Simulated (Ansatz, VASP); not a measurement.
Co: VASP beside Ansatz

Contents of POSCAR:

```
Co
1.0
    2.5074000000      0.0000000000      0.0000000000
   -1.2537000000      2.1714720974      0.0000000000
    0.0000000000      0.0000000000      4.0699000000
Co
2
Direct
    0.3333333333      0.6666666667      0.2500000000
    0.6666666667      0.3333333333      0.7500000000
```

File INCAR.step1:

```
PREC = Accurate ; ENCUT = 520
ISMEAR = 0 ; SIGMA = 0.05
LREAL = False ; LASPH = True
NELM = 150 ; ISPIN = 2
MAGMOM = 2.08 2.08 ; LMAXMIX = 4
NBANDS = 20 ; GGA = PE
ALGO = Normal ; EDIFF = 1E-4
LWAVE = True ; LCHARG = False
```

File INCAR.step2:

```
PREC = Accurate ; ENCUT = 520
EDIFF = 1E-8 ; ISMEAR = 0
SIGMA = 0.05 ; LREAL = False
LASPH = True ; NELM = 150
ALGO = Normal ; ISIF = 2
LWAVE = False ; LCHARG = False
ISPIN = 2 ; MAGMOM = 2.08 2.08
LORBIT = 11 ; LMAXMIX = 4
METAGGA = R2SCAN ; LMIXTAU = True
LEFG = True ; NBANDS = 20
ISTART = 1
```

File KPOINTS:

```
regular mesh
0
Gamma
  20 20 12
```

Input for Ansatz:

```yaml
crystal:
  lattice:
    - [2.5074, 0.0, 0.0]
    - [-1.2537, 2.1714720974, 0.0]
    - [0.0, 0.0, 4.0699]
  atoms:
    - { symbol: Co, position: [0.3333333333, 0.6666666667, 0.25], spin: 2.08 }
    - { symbol: Co, position: [0.6666666667, 0.3333333333, 0.75], spin: 2.08 }
basis:
  ecutwfc: 500
  ecutrho_ratio: 4
kpoints:
  mp_grid: { grid: [20, 20, 12] }
hamiltonian:
  xc: r2scan
scf:
  occupations: { method: gaussian, width: 0.05 }
output:
  forces: true
  stress: true
  eigenvalues: true
  populations: true
  efg: { contact_densities: true, quadrupole_moments_barn: { Co: 0.42 } }
magnetization:
  spin_polarized: true
```

Alike in both runs: task electric field gradients; functional r2SCAN; k mesh 20 × 20 × 12; occupations gaussian, width 0.05 eV; collinear spin.

```csv
,VASP,Ansatz
version,VASP 6.6.1,Ansatz 0.2.0
potentials or method,"VASP PAW PBE potentials, release 64 (Co), cutoff 520 eV","scalar-relativistic, plane waves, PAW"
valence electrons in the cell,18,34
```

```csv
,VASP,Ansatz,Ansatz less VASP
gap on the k mesh at the Fermi level (eV),none,none,-
pressure (GPa),-8.8,-8.7,+0.12
"traceless stress, the component that is largest in VASP (GPa)",0.25,0.39,+0.138
net moment per atom (μB),1.77,1.78,+0.014
size of the moment on the site where the two differ most (μB),1.84,1.93,+0.084
size of Vzz on the site where it differs most (V/Å²),2.2,1.5,-0.66
```

VASP's potentials were made for PBE, not for r2SCAN. Site moments also hang on the region over which each program counts them. A gap of «none» marks a metal or a gap that the smearing closes. VASP's potentials hold 18 valence electrons a cell and Ansatz's 34, so a difference there can come from the potentials and not from the codes. Ansatz's warnings: stability check not made.
